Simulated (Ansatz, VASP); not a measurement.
# One calculation of KCl, two programs

```
K Cl
1.0
     3.57239    0.00000    0.00000
     0.00000    3.57239    0.00000
     0.00000    0.00000    3.57239
K Cl
1 1
Direct
  0.00000 0.00000 0.00000
  0.50000 0.50000 0.50000
```

Change from the starting cell: volume scaled by 0.95, PAW files.

Alike in both runs: task electric field gradients; functional PBE; k mesh 7 × 7 × 7; occupations fermi-dirac, width 0.01 eV; no spin polarisation.

|  | VASP | Ansatz |
| --- | --- | --- |
| version | VASP 6.6.1 | Ansatz 0.2.0 |
| potentials or method | VASP PAW PBE potentials, release 64 (K_sv, Cl) | PAW with Ansatz's default frozen-core files, scalar-relativistic |
| plane-wave cutoff (eV) | 520 | 420 |
| valence electrons in the cell | 16 | 16 |

Ansatz gave:

* gap on the k mesh at the Fermi level (eV): 5.91
* pressure (GPa): 6.6

Problem. Which values does VASP return?

Solution. gap on the k mesh at the Fermi level (eV): 5.91; pressure (GPa): 6.7.
